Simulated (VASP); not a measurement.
Write the native input for VASP 6.6.1 that does the following.

| Property | Result |
| --- | --- |
| Task | single point |
| Functional | PBE |
| Dispersion | D3(BJ) |
| Potentials or basis | VASP PAW PBE potentials, release 64 (Si, S) |
| Cutoff | 520 eV |
| k mesh | 7 × 4 × 1 |
| Occupations | gaussian, width 0.05 eV |
| Spin | collinear spin, ferromagnetic start |
| Starting moments | [0.0, 0.0, 0.0, 0.0, 0.0, 0.0, 0.0, 0.0, 2.0] μB |
| Dipole correction | yes |
| Further INCAR settings | ALGO = Normal; EDIFF = 1e-06; NBANDS = 33 |

The structure of Si8S lies in POSCAR:

```
Si8S
1.0
    3.8155170197      0.0000000000      0.0000000000
    0.0000000000      6.3129357895      0.0000000000
    0.0000000000      0.0000000000     21.2318711397
Si S
8 1
Direct
    0.0000000000      0.9369021388      0.1883960191
    0.0000000000      0.5630978612      0.1883960191
    0.5000000000      0.4369021388      0.2402729771
    0.5000000000      0.0630978612      0.2402729771
    0.5000000000      0.9332664454      0.3446595292
    0.5000000000      0.5667335546      0.3446595292
    0.0000000000      0.4266292815      0.3877129380
    0.0000000000      0.0733707185      0.3877129380
    0.5000000000      0.5932959481      0.4913307485
```

The input as run:

INCAR

```
PREC = Accurate
ENCUT = 520
EDIFF = 1E-6
ISMEAR = 0
SIGMA = 0.05
LREAL = F
LASPH = T
NELM = 150
ALGO = Normal
ISIF = 2
LWAVE = F
LCHARG = F
ISPIN = 2
MAGMOM = 0 0 0 0 0 0 0 0 2
LORBIT = 11
LDIPOL = T
IDIPOL = 3
DIPOL = 0.5 0.5 0.313
GGA = PE
IVDW = 12
NBANDS = 33
```

KPOINTS

```
regular mesh
0
Gamma
  7 4 1
```

Potentials or basis: VASP PAW PBE potentials, release 64 (Si, S).

Command:

```bash
$ cat potpaw_PBE.64/Si/POTCAR potpaw_PBE.64/S/POTCAR > POTCAR
$ mpirun -np 1 vasp_std > vasp.out
```

It gave:

```yaml
Largest_force: 1.770 eV/Å
Net_moment: 1.18 μB per cell
Site_moments: Si +0.03, -0.02, +0.01, +0.00, -0.01, +0.07; S +0.54 μB
Valence_electrons_inside_the_program's_atomic_spheres: Si 1.64, 1.68, 1.67, 1.70, 1.69; S 3.52
Dispersion_energy_per_atom: -0.259 eV
```

It took 16 min on 1 thread of Intel Xeon 6975P-C, on a shared host, peak memory 0.82 GiB.
